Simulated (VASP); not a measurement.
A run of VASP 6.6.1:

The input INCAR:

```
SYSTEM = ZrB
  PREC = Accurate
  ENCUT = 520
  EDIFF = 1E-7
  ISMEAR = 0
  SIGMA = 0.1
  LREAL = .FALSE.
  LASPH = .TRUE.
  NELM = 80
  ALGO = Normal
  ISIF = 2
  LWAVE = .FALSE.
  LCHARG = .FALSE.
  GGA = PE
  NBANDS = 23
```

The input KPOINTS:

```
Automatic mesh
0
G
  12 12 10
  0 0 0
```

POSCAR

```
ZrB
1.0
    2.4390105671      2.4390105671      0.0000000000
   -2.4390105671      2.4390105671      0.0000000000
    0.0000000000      0.0000000000      5.1002650956
Zr B
2 2
Direct
    0.0000000000      0.0000000000      0.0000000000
    0.5000000000      0.5000000000      0.5000000000
    0.5000000000      0.5000000000      0.0000000000
    0.0000000000      0.0000000000      0.5000000000
```

Potentials or basis: VASP PAW PBE potentials, release 64 (Zr_sv, B).

The run is started by

```console
$ cat potpaw_PBE.64/Zr_sv/POTCAR potpaw_PBE.64/B/POTCAR > POTCAR
$ mpirun -np 1 vasp_std > vasp.out
```

Hardware: 1 thread of Intel(R) Xeon(R) Platinum 8559C (Emerald Rapids), on a shared host.

Task: How long does it take, and how much memory?

Result: Run time: 110 s on 1 thread of Intel(R) Xeon(R) Platinum 8559C (Emerald Rapids), with other jobs on the host, peak memory 0.32 GiB. Counts: scf iterations 14, k points 168.
